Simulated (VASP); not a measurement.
# CsI (Pm-3m) in VASP: further runs, part 2 of 2

VASP 6.6.1. Earlier steps stand in the parts before.

## (5) Single point, r2SCAN

POSCAR

```
CsI
1.0
    4.6081404514      0.0000000000      0.0000000000
    0.0000000000      4.6081404514      0.0000000000
    0.0000000000      0.0000000000      4.6081404514
Cs I
1 1
Direct
    0.0000000000      0.0000000000      0.0000000000
    0.5000000000      0.5000000000      0.5000000000
```

INCAR.step1

```
SYSTEM = CsI
PREC = Accurate
ENCUT = 550
ISMEAR = 0
SIGMA = 0.01
LREAL = .False.
LASPH = .True.
NELM = 120
NBANDS = 15
GGA = PE
ALGO = Normal
EDIFF = 1E-5
LWAVE = .True.
LCHARG = .False.
GGA_COMPAT = .False.
```

INCAR.step2

```
SYSTEM = CsI
PREC = Accurate
ENCUT = 550
EDIFF = 1E-6
ISMEAR = 0
SIGMA = 0.01
LREAL = .False.
LASPH = .True.
NELM = 120
ALGO = Normal
ISIF = 2
LWAVE = .False.
LCHARG = .True.
METAGGA = R2SCAN
LMIXTAU = .True.
LELF = .True.
LVHAR = .True.
NBANDS = 15
ISTART = 1
GGA_COMPAT = .False.
```

KPOINTS

```
regular mesh
0
Gamma
  4 4 4
  0 0 0
```

Potentials or basis: VASP PAW PBE potentials, release 64 (Cs_sv, I).

The run is started by

```sh
$ cat potpaw_PBE.64/Cs_sv/POTCAR potpaw_PBE.64/I/POTCAR > POTCAR
$ cp INCAR.step1 INCAR
$ mpirun -np 1 vasp_std > vasp.out
$ cp INCAR.step2 INCAR
$ mpirun -np 1 vasp_std > vasp.out
```

OUTCAR:

```text
SYSTEM = CsI
   PREC = Accurate
   ENCUT = 550
   EDIFF = 1E-6
   ISMEAR = 0
   LREAL = .False.
   LASPH = .True.
   NELM = 120
   ISIF = 2
   METAGGA = R2SCAN
   ISTART = 1

 ion  position               nearest neighbor table
   1  0.000  0.000  0.000-
   2  0.500  0.500  0.500-

  LATTYP: Found a simple cubic cell.
 ALAT       =     4.6081404514

  Lattice vectors:

 A1 = (   4.6081404514,   0.0000000000,   0.0000000000)
 A2 = (   0.0000000000,   4.6081404514,   0.0000000000)
 A3 = (   0.0000000000,   0.0000000000,   4.6081404514)

Analysis of symmetry for initial positions (statically):
=====================================================================
 Subroutine PRICEL returns:
 Original cell was already a primitive cell.

 Routine SETGRP: Setting up the symmetry group for a
 simple cubic supercell.

 Subroutine GETGRP returns: Found 48 space group operations
 (whereof 48 operations were pure point group operations)
 out of a pool of 48 trial point group operations.

The static configuration has the point symmetry O_h .

Analysis of symmetry for dynamics (positions and initial velocities):
=====================================================================
 Subroutine PRICEL returns:
 Original cell was already a primitive cell.

 Routine SETGRP: Setting up the symmetry group for a
 simple cubic supercell.

 Subroutine GETGRP returns: Found 48 space group operations
 (whereof 48 operations were pure point group operations)
 out of a pool of 48 trial point group operations.

The dynamic configuration has the point symmetry O_h .

 Subroutine INISYM returns: Found 48 space group operations
 (whereof 48 operations are pure point group operations),
 and found     1 'primitive' translations

----------------------------------------------------------------------------------------

                                     Primitive cell

  volume of cell :      97.8537

[... 101 lines left out ...]
   IVDW    =     0    specifies the selected vdW correction
   LEPSILON=     F    determine dielectric tensor
   LRPA    =     F    only Hartree local field effects (RPA)
 non-spin polarized calculation
 Gauss-broadening in eV      SIGMA  =   0.01
  energy-cutoff  :      550.00
  volume of cell :       97.85
 maximum number of plane-waves:      2897
 NGX is ok and might be reduce to    36
   NGX = 17   NGY = 17   NGZ = 17

 number of electron      16.0000002 magnetization

 Free energy of the ion-electron system (eV)
  ---------------------------------------------------
  ext. energy  EPLUGINS =         0.00000000
  ---------------------------------------------------
  free energy    TOTEN  =       -53.12394726 eV

  energy without entropy =      -53.12394726  energy(sigma->0) =      -53.12394726

 E-fermi :   0.4714     XC(G=0):  -8.0002

 val. band max:        0.3536303302   @ k =   0.5000   0.5000   0.0000
 cond. band min:       4.8513652945   @ k =   0.0000   0.0000   0.0000
 fundamental gap:      4.4977349643
 Fermi energy:         0.4713599971

 k-point     1 :       0.0000    0.0000    0.0000
  band No.  band energies     occupation
      1     -20.6455      2.00000
      2     -10.5699      2.00000
      3      -6.9764      2.00000
      4      -6.9764      2.00000
      5      -6.9764      2.00000
      6       0.2613      2.00000
      7       0.2613      2.00000
      8       0.2613      2.00000
      9       4.8514      0.00000
     10       5.0031      0.00000
     11       5.0031      0.00000
     12       8.6964      0.00000
     13       8.6964      0.00000
     14       8.6964      0.00000
[... 149 lines left out ...]
      2     -10.2965      2.00000
      3      -7.2099      2.00000
      4      -7.2099      2.00000
      5      -7.2099      2.00000
      6      -0.9001      2.00000
      7      -0.9001      2.00000
      8      -0.9001      2.00000
      9       8.0086      0.00000
     10       8.0086      0.00000
     11       8.0086      0.00000
     12       8.7547      0.00000
     13       8.7547      0.00000
     14       8.7547      0.00000
     15      10.6088      0.00000

------------------------ aborting loop because EDIFF is reached ----------------------------------------

  FORCE on cell =-STRESS in cart. coord.  units (eV):
  Direction    XX          YY          ZZ          XY          YZ          ZX
  --------------------------------------------------------------------------------------
  -------------------------------------------------------------------------------------
  Total        0.0392826      0.0392826      0.0392826     -0.0000000     -0.0000000      0.0000000
  in kB        0.6431815      0.6431815      0.6431815     -0.0000000     -0.0000000      0.0000000
  external PRESSURE =       0.6431815 kB  Pullay stress =       0.0000000 kB

 VOLUME and BASIS-vectors are now :
 -----------------------------------------------------------------------------
  energy-cutoff  :      550.00
  volume of cell :       97.85
      direct lattice vectors                 reciprocal lattice vectors
     4.608140451  0.000000000  0.000000000     0.217007275  0.000000000  0.000000000
     0.000000000  4.608140451  0.000000000     0.000000000  0.217007275  0.000000000
     0.000000000  0.000000000  4.608140451     0.000000000  0.000000000  0.217007275

 POSITION                                       TOTAL-FORCE (eV/Angst)
 -----------------------------------------------------------------------------------
      0.00000      0.00000      0.00000         0.000000      0.000000      0.000000
      2.30407      2.30407      2.30407         0.000000      0.000000      0.000000
 -----------------------------------------------------------------------------------
    total drift:                               -0.000000      0.000000      0.000000

  FREE ENERGIE OF THE ION-ELECTRON SYSTEM (eV)
  ---------------------------------------------------
  free  energy   TOTEN  =       -53.1239472565 eV

  energy  without entropy=      -53.1239472565  energy(sigma->0) =      -53.12394726
```

OUTCAR.step1:

```text
SYSTEM = CsI
   PREC = Accurate
   ENCUT = 550
   ISMEAR = 0
   LREAL = .False.
   LASPH = .True.
[... 385 lines left out ...]
      0.00000      0.00000      0.00000         0.000000      0.000000      0.000000
      2.30407      2.30407      2.30407         0.000000      0.000000      0.000000
 -----------------------------------------------------------------------------------
    total drift:                               -0.000000      0.000000      0.000000

  FREE ENERGIE OF THE ION-ELECTRON SYSTEM (eV)
  ---------------------------------------------------
  free  energy   TOTEN  =        -5.4349782173 eV

  energy  without entropy=       -5.4349782173  energy(sigma->0) =       -5.43497822
```

Run time: 44 s. Hardware: 1 thread of AMD EPYC 9R45 (Zen 5), shared host; peak memory 0.19 GiB.

What came out:

* Free energy: -53.1239 eV
* Pressure: 0.1 GPa
* Band gap on the k mesh: 4.50 eV (least direct gap 4.59 eV)

Caveat: the PAW data sets were made with another functional, which shifts forces and pressure a little; spin-orbit coupling is left out, which moves the levels of the heavy elements.

## (6) The runs side by side

```csv
k mesh,smearing,gap on the mesh (eV),pressure (GPa)
2 × 2 × 2,gaussian 0.01 eV,4.43,0.8
4 × 4 × 4,gaussian 0.01 eV,4.50,0.1
4 × 4 × 4,fermi-dirac 0.001 eV,4.50,0.1
```

Alike in all rows: task single point; level r2SCAN; potentials or basis VASP PAW PBE potentials, release 64 (Cs_sv, I); no spin polarisation; cell as given; cutoff (eV) 550.

Caveats: some runs use coarse meshes; the PAW data sets were made with another functional, which shifts forces and pressure a little; spin-orbit coupling is left out, which moves the levels of the heavy elements.

Total energies depend on the potentials used, so only differences within one code and one set of settings carry meaning.
